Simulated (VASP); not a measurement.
# Ta in VASP: single point with PBEsol

Aim: the single point of Ta with PBEsol.

Program: VASP 6.6.1. These are calculated values, not measurements. Logs are shortened: lines on timing, memory, paths and dates and some standing lists are left out, and cuts for length are marked.

## 1. The cell of the first run

The cell holds a slab with vacuum, 14 atoms: a = 3.280 Å, b = 7.335 Å, c = 24.536 Å, α = 90.00°, β = 90.00°, γ = 90.00°.

## 2. Single point, PBEsol

The input, INCAR:

```
  PREC = Accurate
  ENCUT = 520
  EDIFF = 1E-7
  ISMEAR = 0
  SIGMA = 0.1
  LREAL = F
  LASPH = T
  NELM = 100
  ALGO = Fast
  ISIF = 2
  LWAVE = F
  LCHARG = F
  LDIPOL = T
  IDIPOL = 3
  DIPOL = 0.5 0.5 0.500
  GGA = PS
  NBANDS = 90
```

The input, KPOINTS:

```
regular mesh
0
Gamma
  11 5 1
```

The input, POSCAR:

```
Ta
1.0
    3.2804826230      0.0000000000      0.0000000000
    0.0000000000      7.3353821440      0.0000000000
    0.0000000000      0.0000000000     24.5359967872
Ta
14
Direct
    0.5000000000      0.7000000000      0.3056733364
    0.0000000000      0.4000000000      0.3355697462
    0.5000000000      0.1000000000      0.3654661560
    0.0000000000      0.8000000000      0.3953625658
    0.5000000000      0.5000000000      0.4252589755
    0.0000000000      0.2000000000      0.4551553853
    0.5000000000      0.9000000000      0.4850517951
    0.0000000000      0.6000000000      0.5149482049
    0.5000000000      0.3000000000      0.5448446147
    0.0000000000      0.0000000000      0.5747410245
    0.5000000000      0.7000000000      0.6046374342
    0.0000000000      0.4000000000      0.6345338440
    0.5000000000      0.1000000000      0.6644302538
    0.0000000000      0.8000000000      0.6943266636
```

Potentials or basis: VASP PAW PBE potentials, release 64 (Ta_pv).

Run with:

```bash
> cat potpaw_PBE.64/Ta_pv/POTCAR > POTCAR
> mpirun -np 1 vasp_std > vasp.out
```

OUTCAR:

```text
PREC = Accurate
   ENCUT = 520
   EDIFF = 1E-7
   ISMEAR = 0
   LREAL = F
   LASPH = T
   NELM = 100
   ISIF = 2
   GGA = PS

 ion  position               nearest neighbor table
   1  0.500  0.700  0.306-   2 2.84   2 2.84   4 2.84   4 2.84   5 3.28   3 3.28
   2  0.000  0.400  0.336-   5 2.84   5 2.84   3 2.84   3 2.84   1 2.84   1 2.84   6 3.28   4 3.28

   3  0.500  0.100  0.365-   6 2.84   6 2.84   2 2.84   2 2.84   4 2.84   4 2.84   7 3.28   5 3.28
                             1 3.28
   4  0.000  0.800  0.395-   7 2.84   7 2.84   5 2.84   5 2.84   3 2.84   3 2.84   1 2.84   1 2.84
                             8 3.28   6 3.28   2 3.28
   5  0.500  0.500  0.425-   2 2.84   2 2.84   4 2.84   4 2.84   6 2.84   6 2.84   8 2.84   8 2.84
                             1 3.28   3 3.28   7 3.28   9 3.28
   6  0.000  0.200  0.455-   3 2.84   3 2.84   7 2.84   7 2.84   5 2.84   5 2.84   9 2.84   9 2.84
                             2 3.28   4 3.28   8 3.28  10 3.28
   7  0.500  0.900  0.485-   4 2.84   4 2.84   6 2.84   6 2.84   8 2.84   8 2.84  10 2.84  10 2.84
                            11 3.28   3 3.28   5 3.28   9 3.28
   8  0.000  0.600  0.515-  11 2.84  11 2.84   9 2.84   9 2.84   7 2.84   7 2.84   5 2.84   5 2.84
                             4 3.28  12 3.28   6 3.28  10 3.28
   9  0.500  0.300  0.545-  12 2.84  12 2.84   8 2.84   8 2.84  10 2.84  10 2.84   6 2.84   6 2.84
                            13 3.28  11 3.28   7 3.28   5 3.28
  10  0.000  0.000  0.575-  13 2.84  13 2.84  11 2.84  11 2.84   9 2.84   9 2.84   7 2.84   7 2.84
                            14 3.28  12 3.28   8 3.28   6 3.28
  11  0.500  0.700  0.605-   8 2.84   8 2.84  10 2.84  10 2.84  12 2.84  12 2.84  14 2.84  14 2.84
                             7 3.28   9 3.28  13 3.28
  12  0.000  0.400  0.635-   9 2.84   9 2.84  13 2.84  13 2.84  11 2.84  11 2.84   8 3.28  10 3.28
                            14 3.28
  13  0.500  0.100  0.664-  10 2.84  10 2.84  12 2.84  12 2.84  14 2.84  14 2.84   9 3.28  11 3.28

  14  0.000  0.800  0.694-  13 2.84  13 2.84  11 2.84  11 2.84  10 3.28  12 3.28

  LATTYP: Found a simple orthorhombic cell.
 ALAT       =     3.2804826230
 B/A-ratio  =     2.2360679775
 C/A-ratio  =     7.4793862998

  Lattice vectors:

 A1 = (   3.2804826230,   0.0000000000,   0.0000000000)
 A2 = (   0.0000000000,   7.3353821440,   0.0000000000)
 A3 = (   0.0000000000,   0.0000000000,  24.5359967872)

Analysis of symmetry for initial positions (statically):
=====================================================================
 Subroutine PRICEL returns:
 Original cell was already a primitive cell.

 Routine SETGRP: Setting up the symmetry group for a
 simple orthorhombic supercell.

 Subroutine GETGRP returns: Found  4 space group operations
 (whereof  2 operations were pure point group operations)
 out of a pool of  8 trial point group operations.

The static configuration has the point symmetry C_1h.
 The point group associated with its full space group is C_2h.

Analysis of symmetry for dynamics (positions and initial velocities):
=====================================================================
 Subroutine PRICEL returns:
 Original cell was already a primitive cell.

 Routine SETGRP: Setting up the symmetry group for a
 simple orthorhombic supercell.

 Subroutine GETGRP returns: Found  4 space group operations
 (whereof  2 operations were pure point group operations)
 out of a pool of  8 trial point group operations.

The dynamic configuration has the point symmetry C_1h.
 The point group associated with its full space group is C_2h.

 Subroutine INISYM returns: Found  4 space group operations
 (whereof  2 operations are pure point group operations),
 and found     1 'primitive' translations

----------------------------------------------------------------------------------------

                                     Primitive cell

  volume of cell :     590.4243

  direct lattice vectors                    reciprocal lattice vectors
     3.280482623  0.000000000  0.000000000     0.304833195  0.000000000  0.000000000
     0.000000000  7.335382144  0.000000000     0.000000000  0.136325549  0.000000000
     0.000000000  0.000000000 24.535996787     0.000000000  0.000000000  0.040756445

  length of vectors
     3.280482623  7.335382144 24.535996787     0.304833195  0.136325549  0.040756445
[... 54 lines left out ...]

 Subroutine IBZKPT returns following result:
 ===========================================

 Found     18 irreducible k-points:

 Following reciprocal coordinates:
            Coordinates               Weight
  0.000000  0.000000  0.000000      1.000000
  0.090909  0.000000  0.000000      2.000000
  0.181818  0.000000  0.000000      2.000000
  0.272727  0.000000  0.000000      2.000000
  0.363636  0.000000  0.000000      2.000000
  0.454545  0.000000  0.000000      2.000000
[... 10 lines left out ...]
  0.363636  0.400000  0.000000      4.000000
  0.454545  0.400000  0.000000      4.000000
   k-points           NKPTS =     18   k-points in BZ     NKDIM =     18   number of bands    NBANDS=     90
   number of dos      NEDOS =    301   number of ions     NIONS =     14
   total plane-waves  NPLWV = 258048
   dimension x,y,z NGX =    24 NGY =   56 NGZ =  192
   dimension x,y,z NGXF=    48 NGYF=  112 NGZF=  384
   ions per type =              14
   NGX,Y,Z   is equivalent  to a cutoff of  12.16, 12.69, 13.01 a.u.
   NGXF,Y,Z  is equivalent  to a cutoff of  24.33, 25.38, 26.02 a.u.
 SYSTEM =  unknown system
   PREC   = accura    normal or accurate (medium, high low for compatibility)
   ISTART =      0    job   : 0-new  1-cont  2-samecut
   ICHARG =      2    charge: 1-file 2-atom 10-const
   ISPIN  =      1    spin polarized calculation?
   LNONCOLLINEAR =      F non collinear calculations
   LSORBIT =      F    spin-orbit coupling
   LASPH  =      T    aspherical Exc in radial PAW
   ENCUT  =  520.0 eV  38.22 Ry    6.18 a.u.   6.10 13.64 45.62*2*pi/ulx,y,z
   NELM   =    100;   NELMIN=  2; NELMDL= -5     # of ELM steps
   EDIFF  = 0.1E-06   stopping-criterion for ELM
   LREAL  =      F    real-space projection
   EDIFFG = 0.1E-05   stopping-criterion for IOM
   NSW    =      0    number of steps for IOM
   IBRION =     -1    ionic relax: 0-MD 1-quasi-New 2-CG
   NFREE  =      0    steps in history (QN), initial steepest desc. (CG)
   ISIF   =      2    stress and relaxation
   ISYM   =      2    0-nonsym 1-usesym 2-fastsym
   POTIM  = 0.5000    time-step for ionic-motion
   TEBEG  =    0.0;   TEEND  =   0.0 temperature during run
   PSTRESS=    0.0 pullay stress
   NELECT =     154.0000    total number of electrons
   NUPDOWN=      -1.0000    fix difference up-down
   EMIN   =  10.00;   EMAX   =-10.00  energy-range for DOS
   EFERMI =   0.00;   METHOD = LEGACY
   ISMEAR =     0;   SIGMA  =   0.10  broadening in eV -4-tet -1-fermi 0-gaus
   EFERMI_NEDOS =   21; number of points for ismear=-14 and -15
   IALGO  =     68    algorithm
   IMIX   =      4    mixing-type and parameters
     AMIX     =   0.40;   BMIX     =  1.00
     AMIX_MAG =   1.60;   BMIX_MAG =  1.00
  volume/ion in A,a.u.               =      42.17       284.60
  Fermi-wavevector in a.u.,A,eV,Ry     =   1.045989  1.976632 14.886031  1.094092
  Thomas-Fermi vector in A             =   2.180808
   LORBIT       =      0    0 simple, 1 ext, 2 COOP (PROOUT), +10 PAW based schemes
   GGA     = PS    functional components
   LHFCALC =     F    Hartree Fock is set to
   AEXX    =    0.0000 exact exchange contribution
   IVDW    =     0    specifies the selected vdW correction
   LEPSILON=     F    determine dielectric tensor
   LRPA    =     F    only Hartree local field effects (RPA)
 non-spin polarized calculation
 RMM-DIIS sequential band-by-band and
 Gauss-broadening in eV      SIGMA  =   0.10
  energy-cutoff  :      520.00
  volume of cell :      590.42
 maximum number of plane-waves:     15992
   NGX = 13   NGY = 27   NGZ = 91

 number of electron     154.0000026 magnetization

 dipolmoment           0.000000      0.000000      0.000000 electrons x Angstroem

 Free energy of the ion-electron system (eV)
  ---------------------------------------------------
  ext. energy  EPLUGINS =         0.00000000
  ---------------------------------------------------
  free energy    TOTEN  =      -166.69102878 eV

  energy without entropy =     -166.58301827  energy(sigma->0) =     -166.63702353

 E-fermi :   0.1066     XC(G=0):  -6.3578

 val. band max:        0.1043870099   @ k =   0.2727   0.0000   0.0000
 cond. band min:       0.1068780810   @ k =   0.2727   0.2000   0.0000
 fundamental gap:      0.0024910711
 Fermi energy:         0.1066382623

 k-point     1 :       0.0000    0.0000    0.0000
  band No.  band energies     occupation
      1     -34.5951      2.00000
      2     -34.5928      2.00000
      3     -34.4041      2.00000
      4     -34.3995      2.00000
      5     -34.2637      2.00000
      6     -34.2633      2.00000
[... 1645 lines left out ...]
     88       2.1269      0.00000
     89       2.4656      0.00000
 [bands above 89 left out]

------------------------ aborting loop because EDIFF is reached ----------------------------------------

 vacuum level on the upper side and lower side of the slab       (xc-potential included)        -0.057        -0.057

  FORCE on cell =-STRESS in cart. coord.  units (eV):
  Direction    XX          YY          ZZ          XY          YZ          ZX
  --------------------------------------------------------------------------------------
  -------------------------------------------------------------------------------------
  Total      -15.1621296    -14.5245158    -10.0855705      0.0000000     -0.4884032      0.0000000
  in kB      -41.1440081    -39.4137768    -27.3682393      0.0000000     -1.3253327      0.0000000
  external PRESSURE =     -35.9753414 kB  Pullay stress =       0.0000000 kB

 VOLUME and BASIS-vectors are now :
 -----------------------------------------------------------------------------
  energy-cutoff  :      520.00
  volume of cell :      590.42
      direct lattice vectors                 reciprocal lattice vectors
     3.280482623  0.000000000  0.000000000     0.304833195  0.000000000  0.000000000
     0.000000000  7.335382144  0.000000000     0.000000000  0.136325549  0.000000000
     0.000000000  0.000000000 24.535996787     0.000000000  0.000000000  0.040756445

 POSITION                                       TOTAL-FORCE (eV/Angst)
 -----------------------------------------------------------------------------------
      1.64024      5.13477      7.50000         0.000000     -0.513715      2.004720
      0.00000      2.93415      8.23354         0.000000      0.783026     -0.085964
      1.64024      0.73354      8.96708         0.000000      0.060316     -0.061520
      0.00000      5.86831      9.70061         0.000000     -0.282862     -1.034130
      1.64024      3.66769     10.43415         0.000000     -0.082310     -0.596665
      0.00000      1.46708     11.16769         0.000000      0.118052     -0.185936
      1.64024      6.60184     11.90123         0.000000      0.223898     -0.151244
      0.00000      4.40123     12.63477         0.000000     -0.223898      0.151244
      1.64024      2.20061     13.36831         0.000000     -0.118052      0.185936
      0.00000      0.00000     14.10184         0.000000      0.082310      0.596665
      1.64024      5.13477     14.83538         0.000000      0.282862      1.034130
      0.00000      2.93415     15.56892         0.000000     -0.060316      0.061520
      1.64024      0.73354     16.30246         0.000000     -0.783026      0.085964
      0.00000      5.86831     17.03600         0.000000      0.513715     -2.004720
 -----------------------------------------------------------------------------------
    total drift:                                0.000000      0.000000      0.000000

  FREE ENERGIE OF THE ION-ELECTRON SYSTEM (eV)
  ---------------------------------------------------
  free  energy   TOTEN  =      -166.6910287849 eV

  energy  without entropy=     -166.5830182713  energy(sigma->0) =     -166.63702353

 vacuum level on the upper side and lower side of the slab         4.126         4.126
```

It took 60 min on 1 thread of Oxide Virtual Turin-like, shared host; peak memory 0.92 GiB.

What came out:

* Free energy: -166.6910 eV
* Largest force: 2.069 eV/Å
* Band gap on the k mesh: zero (bands 77 and 78 overlap by 0.85 eV)

Forces on the atoms (eV/Å):
```
Ta   0.000 -0.514  2.005
Ta   0.000  0.783 -0.086
Ta   0.000  0.060 -0.062
Ta   0.000 -0.283 -1.034
Ta   0.000 -0.082 -0.597
Ta   0.000  0.118 -0.186
Ta   0.000  0.224 -0.151
Ta   0.000 -0.224  0.151
Ta   0.000 -0.118  0.186
Ta   0.000  0.082  0.597
Ta   0.000  0.283  1.034
Ta   0.000 -0.060  0.062
Ta   0.000 -0.783  0.086
Ta   0.000  0.514 -2.005
```

Caveat: the PAW data sets were made with another functional, which shifts forces and pressure a little; spin-orbit coupling is left out, which moves the levels of the heavy elements.
